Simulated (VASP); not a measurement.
# H7NF4 (R3c) in VASP: electric field gradients with r2SCAN

Aim: the electric field gradients of H7NF4 with r2SCAN.

Everything below comes from runs of VASP 6.6.1. Logs are shortened: lines on timing, memory, paths and dates and some standing lists are left out, and cuts for length are marked.

### Step 1. The cell of the first run

Symmetry: R3c, No. 161, trigonal system. The conventional cell has a = 7.601 Å, b = 7.601 Å, c = 11.884 Å, α = 90.00°, β = 90.00°, γ = 120.00°. H (site symmetry 3) has 1 N at 1.02 Å within 1.4 Å. H (site symmetry 1) has 1 N at 1.03 Å within 1.4 Å. Within 1.3 Å of H (site symmetry 1) lie 1 F at 0.98 Å. N (site symmetry 3) has 4 H at 1.02 to 1.03 Å within 1.4 Å. F (site symmetry 1) has 1 H at 0.98 Å within 1.3 Å. F (site symmetry 3) has 4 H at 1.41 to 1.88 Å within 1.9 Å.

### Step 2. Electric field gradients, r2SCAN

POSCAR reads:

```
H7NF4
1.0
    3.8003387083      2.1941265762      3.9611995283
   -3.8003387083      2.1941265762      3.9611995283
    0.0000000000     -4.3882531525      3.9611995283
H N F
14 2 8
Direct
    0.5838130100      0.5838130100      0.5838130100
    0.0838130100      0.0838130100      0.0838130100
    0.4830975900      0.5913725100      0.3361371400
    0.3361371400      0.4830975900      0.5913725100
    0.5913725100      0.3361371400      0.4830975900
    0.9830975900      0.8361371400      0.0913725100
    0.0913725100      0.9830975900      0.8361371400
    0.8361371400      0.0913725100      0.9830975900
    0.7562035000      0.9352602000      0.5652230000
    0.5652230000      0.7562035000      0.9352602000
    0.0652230000      0.4352602000      0.2562035000
    0.4352602000      0.2562035000      0.0652230000
    0.2562035000      0.0652230000      0.4352602000
    0.9352602000      0.5652230000      0.7562035000
    0.4976906200      0.4976906200      0.4976906200
    0.9976906200      0.9976906200      0.9976906200
    0.7694571200      0.0691858900      0.4413420000
    0.4413420000      0.7694571200      0.0691858900
    0.0691858900      0.4413420000      0.7694571200
    0.2694571200      0.9413420000      0.5691858900
    0.5691858900      0.2694571200      0.9413420000
    0.9413420000      0.5691858900      0.2694571200
    0.7417184100      0.7417184100      0.7417184100
    0.2417184100      0.2417184100      0.2417184100
```

INCAR.step1 reads:

```
SYSTEM = H7NF4
PREC = Accurate ; ENCUT = 520
ISMEAR = -1 ; SIGMA = 0.02
LREAL = Auto ; LASPH = .True.
NELM = 100 ; NBANDS = 58
GGA = PE ; ALGO = Normal
EDIFF = 1E-4 ; LWAVE = .True.
LCHARG = .False.
```

INCAR.step2 reads:

```
SYSTEM = H7NF4
PREC = Accurate ; ENCUT = 520
EDIFF = 1E-8 ; ISMEAR = -1
SIGMA = 0.02 ; LREAL = Auto
LASPH = .True. ; NELM = 100
ALGO = Normal ; ISIF = 2
LWAVE = .False. ; LCHARG = .False.
METAGGA = R2SCAN ; LMIXTAU = .True.
LEFG = .True. ; NBANDS = 58
ISTART = 1
```

KPOINTS reads:

```
regular mesh
0
Gamma
  4 4 4
  0 0 0
```

Potentials or basis: VASP PAW PBE potentials, release 64 (H, N, F).

On the command line:

```sh
$ cat potpaw_PBE.64/H/POTCAR potpaw_PBE.64/N/POTCAR potpaw_PBE.64/F/POTCAR > POTCAR
$ cp INCAR.step1 INCAR
$ mpirun -np 1 vasp_std > vasp.out
$ cp INCAR.step2 INCAR
$ mpirun -np 1 vasp_std > vasp.out
```

OUTCAR:

```text
SYSTEM = H7NF4
   PREC = Accurate
   ENCUT = 520
   EDIFF = 1E-8
   ISMEAR = -1
   LREAL = Auto
   LASPH = .True.
   NELM = 100
   ISIF = 2
   METAGGA = R2SCAN
   ISTART = 1

 ion  position               nearest neighbor table
   1  0.584  0.584  0.584-  15 1.02
   2  0.084  0.084  0.084-  16 1.02
   3  0.483  0.591  0.336-  15 1.03
   4  0.336  0.483  0.591-  15 1.03
   5  0.591  0.336  0.483-  15 1.03
   6  0.983  0.836  0.091-  16 1.03
   7  0.091  0.983  0.836-  16 1.03
   8  0.836  0.091  0.983-  16 1.03
   9  0.756  0.935  0.565-  17 0.98
  10  0.565  0.756  0.935-  18 0.98
  11  0.065  0.435  0.256-  22 0.98
  12  0.435  0.256  0.065-  21 0.98
  13  0.256  0.065  0.435-  20 0.98
  14  0.935  0.565  0.756-  19 0.98
  15  0.498  0.498  0.498-   1 1.02   4 1.03   3 1.03   5 1.03
  16  0.998  0.998  0.998-   2 1.02   6 1.03   7 1.03   8 1.03
  17  0.769  0.069  0.441-   9 0.98
  18  0.441  0.769  0.069-  10 0.98
  19  0.069  0.441  0.769-  14 0.98
  20  0.269  0.941  0.569-  13 0.98
  21  0.569  0.269  0.941-  12 0.98
  22  0.941  0.569  0.269-  11 0.98
  23  0.742  0.742  0.742-
  24  0.242  0.242  0.242-

  LATTYP: Found a trigonal (rhomboedric) cell.
 ALAT       =     5.9116721351
 COS(alpha) =     0.1734789354

  Lattice vectors:

 A1 = (   3.8003387083,   2.1941265762,   3.9611995283)
 A2 = (  -3.8003387083,   2.1941265762,   3.9611995283)
 A3 = (   0.0000000000,  -4.3882531525,   3.9611995283)

Analysis of symmetry for initial positions (statically):
=====================================================================
 Subroutine PRICEL returns:
 Original cell was already a primitive cell.

 Routine SETGRP: Setting up the symmetry group for a
 trigonal (rhombohedral) supercell.

 Subroutine GETGRP returns: Found  6 space group operations
 (whereof  3 operations were pure point group operations)
 out of a pool of 12 trial point group operations.

The static configuration has the point symmetry C_3 .
 The point group associated with its full space group is C_3v.

Analysis of symmetry for dynamics (positions and initial velocities):
=====================================================================
 Subroutine PRICEL returns:
 Original cell was already a primitive cell.

 Routine SETGRP: Setting up the symmetry group for a
 trigonal (rhombohedral) supercell.

 Subroutine GETGRP returns: Found  6 space group operations
 (whereof  3 operations were pure point group operations)
 out of a pool of 12 trial point group operations.

The dynamic configuration has the point symmetry C_3 .
 The point group associated with its full space group is C_3v.

 Subroutine INISYM returns: Found  6 space group operations
 (whereof  3 operations are pure point group operations),
 and found     1 'primitive' translations

----------------------------------------------------------------------------------------

                                     Primitive cell

  volume of cell :     198.1810

  direct lattice vectors                    reciprocal lattice vectors
     3.800338708  2.194126576  3.961199528     0.131567220  0.075960370  0.084149594
    -3.800338708  2.194126576  3.961199528    -0.131567220  0.075960370  0.084149594
     0.000000000 -4.388253152  3.961199528     0.000000000 -0.151920740  0.084149594

  length of vectors
     5.911672135  5.911672135  5.911672135     0.173669414  0.173669414  0.173669414

  position of ions in fractional coordinates (direct lattice)
     0.583813010  0.583813010  0.583813010
     0.083813010  0.083813010  0.083813010
     0.483097590  0.591372510  0.336137140
     0.336137140  0.483097590  0.591372510
     0.591372510  0.336137140  0.483097590
     0.983097590  0.836137140  0.091372510
[... 16 lines left out ...]
     0.741718410  0.741718410  0.741718410
[... 89 lines left out ...]
   LREAL  =      T    real-space projection
   EDIFFG = 0.1E-06   stopping-criterion for IOM
   NSW    =      0    number of steps for IOM
   IBRION =     -1    ionic relax: 0-MD 1-quasi-New 2-CG
   NFREE  =      0    steps in history (QN), initial steepest desc. (CG)
   ISIF   =      2    stress and relaxation
   ISYM   =      2    0-nonsym 1-usesym 2-fastsym
   POTIM  = 0.5000    time-step for ionic-motion
   TEBEG  =    0.0;   TEEND  =   0.0 temperature during run
   PSTRESS=    0.0 pullay stress
   NELECT =      80.0000    total number of electrons
   NUPDOWN=      -1.0000    fix difference up-down
   EMIN   =  10.00;   EMAX   =-10.00  energy-range for DOS
   EFERMI =   0.00;   METHOD = LEGACY
   ISMEAR =    -1;   SIGMA  =   0.02  broadening in eV -4-tet -1-fermi 0-gaus
   EFERMI_NEDOS =   21; number of points for ismear=-14 and -15
   IALGO  =     38    algorithm
   IMIX   =      4    mixing-type and parameters
     AMIX     =   0.40;   BMIX     =  1.00
     AMIX_MAG =   1.60;   BMIX_MAG =  1.00
  volume/ion in A,a.u.               =       8.26        55.72
  Fermi-wavevector in a.u.,A,eV,Ry     =   1.209904  2.286387 19.917123  1.463867
  Thomas-Fermi vector in A             =   2.345467
   LORBIT       =      0    0 simple, 1 ext, 2 COOP (PROOUT), +10 PAW based schemes
   METAGGA = R2SCAN    functional components
   LHFCALC =     F    Hartree Fock is set to
   AEXX    =    0.0000 exact exchange contribution
   IVDW    =     0    specifies the selected vdW correction
   LEPSILON=     F    determine dielectric tensor
   LRPA    =     F    only Hartree local field effects (RPA)
 non-spin polarized calculation
  energy-cutoff  :      520.00
  volume of cell :      198.18
 maximum number of plane-waves:      5366
 NGX is ok and might be reduce to    48
   NGX = 21   NGY = 21   NGZ = 21

 number of electron      80.0000005 magnetization

 Free energy of the ion-electron system (eV)
  ---------------------------------------------------
  ext. energy  EPLUGINS =         0.00000000
  ---------------------------------------------------
  free energy    TOTEN  =      -123.39868563 eV

  energy without entropy =     -123.39868563  energy(sigma->0) =     -123.39868563

 E-fermi :  -4.6376     XC(G=0):  -8.5007

 val. band max:       -5.1008692947   @ k =   0.0000   0.0000   0.0000
 cond. band min:       3.1690408203   @ k =   0.0000   0.0000   0.0000
 fundamental gap:      8.2699101150
 Fermi energy:        -4.6376153673

 k-point     1 :       0.0000    0.0000    0.0000
  band No.  band energies     occupation
      1     -27.2365      2.00000
      2     -27.0203      2.00000
      3     -26.7551      2.00000
      4     -26.7551      2.00000
      5     -26.7092      2.00000
      6     -26.7092      2.00000
[... 704 lines left out ...]
     51       9.6622      0.00000
     52       9.6622      0.00000
 [bands above 52 left out]

------------------------ aborting loop because EDIFF is reached ----------------------------------------

  FORCE on cell =-STRESS in cart. coord.  units (eV):
  Direction    XX          YY          ZZ          XY          YZ          ZX
  --------------------------------------------------------------------------------------
  -------------------------------------------------------------------------------------
  Total        0.0267978      0.0267978     -0.2474579     -0.0000000      0.0000000      0.0000000
  in kB        0.2166447      0.2166447     -2.0005526     -0.0000000      0.0000000      0.0000000
  external PRESSURE =      -0.5224210 kB  Pullay stress =       0.0000000 kB

 VOLUME and BASIS-vectors are now :
 -----------------------------------------------------------------------------
  energy-cutoff  :      520.00
  volume of cell :      198.18
      direct lattice vectors                 reciprocal lattice vectors
     3.800338708  2.194126576  3.961199528     0.131567220  0.075960370  0.084149594
    -3.800338708  2.194126576  3.961199528    -0.131567220  0.075960370  0.084149594
     0.000000000 -4.388253152  3.961199528     0.000000000 -0.151920740  0.084149594

 POSITION                                       TOTAL-FORCE (eV/Angst)
 -----------------------------------------------------------------------------------
      0.00000     -0.00000      6.93780         0.000000     -0.000000      0.013758
      0.00000     -0.00000      0.99600         0.000000     -0.000000      0.013758
     -0.41148      0.88247      5.58770        -0.001515     -0.001574     -0.012901
     -0.55850     -0.79759      5.58770         0.002121     -0.000525     -0.012901
      0.96998     -0.08488      5.58770        -0.000606      0.002099     -0.012901
      0.55850      3.59067      7.56830        -0.002121     -0.000525     -0.012901
[... 16 lines left out ...]
      0.00000     -0.00000      8.81428         0.000000     -0.000000      0.002197
      0.00000     -0.00000      2.87248         0.000000     -0.000000      0.002197
 -----------------------------------------------------------------------------------
    total drift:                               -0.000000      0.000000      0.002466

  FREE ENERGIE OF THE ION-ELECTRON SYSTEM (eV)
  ---------------------------------------------------
  free  energy   TOTEN  =      -123.3986856297 eV

  energy  without entropy=     -123.3986856297  energy(sigma->0) =     -123.39868563

 Electric field gradients (V/A^2)
---------------------------------------------------------------------
 ion       V_xx      V_yy      V_zz      V_xy      V_xz      V_yz
---------------------------------------------------------------------
   1     -15.446   -15.446    30.891     0.000     0.000    -0.000
   2     -15.446   -15.446    30.891    -0.000    -0.000    -0.000
   3      -7.670    17.611    -9.941   -14.909     5.651   -12.161
   4      -1.620    11.562    -9.941    18.401     7.706    10.975
   5      24.202   -14.261    -9.941    -3.493   -13.358     1.187
   6      -1.620    11.562    -9.941   -18.401    -7.706    10.975
[... 16 lines left out ...]
  23      28.870    28.870   -57.740    -0.000    -0.000     0.000
  24      28.870    28.870   -57.740     0.000     0.000     0.000
---------------------------------------------------------------------

 Electric field gradients after diagonalization (V/A^2)
 (convention: |V_zz| > |V_xx| > |V_yy|)
----------------------------------------------------------------------
 ion       V_xx      V_yy      V_zz     asymmetry (V_yy - V_xx)/ V_zz
----------------------------------------------------------------------
   1     -15.446   -15.446    30.891       0.000
   2     -15.446   -15.446    30.891       0.000
   3     -14.582   -14.539    29.121       0.001
   4     -14.582   -14.539    29.121       0.001
   5     -14.582   -14.539    29.121       0.001
   6     -14.582   -14.539    29.121       0.001
[... 16 lines left out ...]
  23      28.870    28.870   -57.740       0.000
  24      28.870    28.870   -57.740       0.000
----------------------------------------------------------------------

           NMR quadrupolar parameters

 Cq : quadrupolar parameter    Cq=e*Q*V_zz/h
 eta: asymmetry parameters     (V_yy - V_xx)/ V_zz
 Q  : nuclear electric quadrupole moment in mb (millibarn)
----------------------------------------------------------------------
 ion       Cq(MHz)       eta       Q (mb)
----------------------------------------------------------------------
   1       0.075       0.000       1.000
   2       0.075       0.000       1.000
   3       0.070       0.001       1.000
   4       0.070       0.001       1.000
   5       0.070       0.001       1.000
   6       0.070       0.001       1.000
[... 16 lines left out ...]
  23      -0.140       0.000       1.000
  24      -0.140       0.000       1.000
----------------------------------------------------------------------
```

Run time: 11 min. Hardware: 1 thread of Intel Xeon Platinum 8488C (Sapphire Rapids), shared host; peak memory 0.38 GiB.

Results:

```yaml
Free_energy: -123.3987 eV
Pressure: -0.1 GPa
Largest_force: 0.021 eV/Å
Band_gap_on_the_k_mesh: 8.27 eV, direct
```

Forces in eV/Å, atoms in the order of the input:
```
H    0.000  0.000  0.014
H    0.000  0.000  0.014
H   -0.002 -0.002 -0.013
H    0.002 -0.001 -0.013
H   -0.001  0.002 -0.013
H   -0.002 -0.001 -0.013
H    0.002 -0.002 -0.013
H    0.001  0.002 -0.013
H    0.008 -0.001 -0.002
H   -0.003  0.007 -0.002
H    0.004 -0.007 -0.002
H   -0.008 -0.001 -0.002
H    0.003  0.007 -0.002
H   -0.004 -0.007 -0.002
N    0.000  0.000  0.021
N    0.000  0.000  0.021
F    0.003  0.007  0.003
F   -0.008 -0.001  0.003
F    0.005 -0.006  0.003
F    0.008 -0.001  0.003
F   -0.003  0.007  0.003
F   -0.005 -0.006  0.003
F    0.000  0.000  0.002
F    0.000  0.000  0.002
```

Stress tensor (GPa, compression positive):
```
 0.02  0.00  0.00
 0.00  0.02  0.00
 0.00  0.00 -0.20
```

Electric field gradients, principal values (V/Å²):
```tsv
atom	least	middle	greatest (by size)
1 H	-15.446	-15.446	30.891
2 H	-15.446	-15.446	30.891
3 H	-14.539	-14.582	29.121
4 H	-14.539	-14.582	29.121
5 H	-14.539	-14.582	29.121
6 H	-14.539	-14.582	29.121
7 H	-14.539	-14.582	29.121
8 H	-14.539	-14.582	29.121
9 H	-12.387	-12.678	25.065
10 H	-12.387	-12.678	25.065
11 H	-12.387	-12.678	25.065
12 H	-12.387	-12.678	25.065
13 H	-12.387	-12.678	25.065
14 H	-12.387	-12.678	25.065
15 N	-1.198	-1.198	2.396
16 N	-1.198	-1.198	2.396
17 F	-82.422	-99.650	182.072
18 F	-82.422	-99.650	182.072
19 F	-82.422	-99.650	182.072
20 F	-82.422	-99.650	182.072
21 F	-82.422	-99.650	182.072
22 F	-82.422	-99.650	182.072
23 F	28.870	28.870	-57.740
24 F	28.870	28.870	-57.740
```

Caveat: without QUAD_EFG the Cq values of the log hold for a quadrupole moment of 1 mb, not for the nuclei; the PAW data sets were made with another functional, which shifts forces and pressure a little. A k mesh can miss the band edges.
